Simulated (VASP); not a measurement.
Wanted: the native input for a VASP 6.6.1 run.

| Item | Value |
| --- | --- |
| Task | single point |
| Functional | PBEsol |
| Potentials or basis | VASP PAW PBE potentials, release 64 (Si) |
| Cutoff | 520 eV |
| k mesh | 4 × 4 × 4 |
| Occupations | gaussian, width 0.1 eV |
| Spin | no spin polarisation |
| Dipole correction | no |
| Further INCAR settings | ALGO = Normal; EDIFF = 1e-06; NBANDS = 26 |

The structure of Si lies in POSCAR:

```
Si
1.0
    4.8664734368      0.0000000000      0.0000000000
    0.0000000000      4.8664734368      0.0000000000
    0.0000000000      0.0000000000      4.8664734368
Si
8
Direct
    0.5000000000      0.5000000000      0.5000000000
    0.0000000000      0.0000000000      0.0000000000
    0.2500000000      0.0000000000      0.5000000000
    0.5000000000      0.2500000000      0.0000000000
    0.5000000000      0.7500000000      0.0000000000
    0.7500000000      0.0000000000      0.5000000000
    0.0000000000      0.5000000000      0.7500000000
    0.0000000000      0.5000000000      0.2500000000
```

One way to write it, as run:

INCAR

```
SYSTEM = Si
PREC     = Accurate       ! precision mode
ENCUT    = 520            ! plane-wave cutoff, eV
EDIFF    = 1E-6           ! SCF threshold, eV
ISMEAR   = 0              ! smearing method
SIGMA    = 0.1            ! smearing width, eV
LREAL    = .FALSE.        ! projectors in reciprocal space
LASPH    = .TRUE.         ! aspherical terms in the spheres
NELM     = 100            ! most SCF steps
ALGO     = Normal         ! electronic algorithm
ISIF     = 2              ! what is computed and relaxed
LWAVE    = .FALSE.        ! write WAVECAR
LCHARG   = .TRUE.         ! write CHGCAR
GGA      = PS             ! functional
LELF     = .TRUE.         ! ELF
LVHAR    = .TRUE.       
NBANDS   = 26             ! bands
```

KPOINTS

```
regular mesh
0
G
  4 4 4
  0 0 0
```

Potentials or basis: VASP PAW PBE potentials, release 64 (Si).

Run with:

```bash
$ cat potpaw_PBE.64/Si/POTCAR > POTCAR
$ mpirun -np 1 vasp_std > vasp.out
```

Results of the run:

```
Pressure               : 0.1 GPa
Band gap on the k mesh : zero (band 16 reaches 11.57 eV, above the bottom of band 17 at 8.60 eV)
```

Caveat: the PAW data sets were made with another functional, which shifts forces and pressure a little.

Wall time 27 s on 1 thread of Intel(R) Xeon(R) Platinum 8259CL CPU @ 2.50GHz (Skylake/Cascade Lake), with other jobs on the host, peak memory 0.2 GiB.
